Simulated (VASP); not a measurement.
Ru, 1 atom in the cell. It takes space group Fm-3m (No. 225, cubic). The conventional cell has a = 3.970 Å, b = 3.970 Å, c = 3.970 Å, α = 90.00°, β = 90.00°, γ = 90.00°. Ru (site symmetry m-3m) has 12 Ru at 2.81 Å within 3.7 Å. 

| Item | Value |
| --- | --- |
| Program | VASP 6.6.1 |
| Task | single point |
| Functional | PBE |
| Potentials or basis | VASP PAW PBE potentials, release 64 (Ru_pv) |
| Cutoff | 500 eV |
| k mesh | 8 × 8 × 8 |
| Occupations | fermi-dirac, width 0.1 eV |
| Spin | collinear spin, zero start |
| Starting moments | [0.0] μB |
| Dipole correction | no |
| Further INCAR settings | ALGO = Normal; EDIFF = 1e-06; NBANDS = 17 |

Potentials or basis: VASP PAW PBE potentials, release 64 (Ru_pv).

Run with:

```sh
$ cat potpaw_PBE.64/Ru_pv/POTCAR > POTCAR
$ mpirun -np 1 vasp_std > vasp.out
```

Hardware: 1 thread of Intel(R) Xeon(R) 6975P-C (Granite Rapids), with other jobs on the host.

Task: How long does it take, and how much memory?

Result: It took 5.2 s on 1 thread of Intel(R) Xeon(R) 6975P-C (Granite Rapids) (shared host), peak memory 0.13 GiB. Counts: scf iterations 11, k points 29.
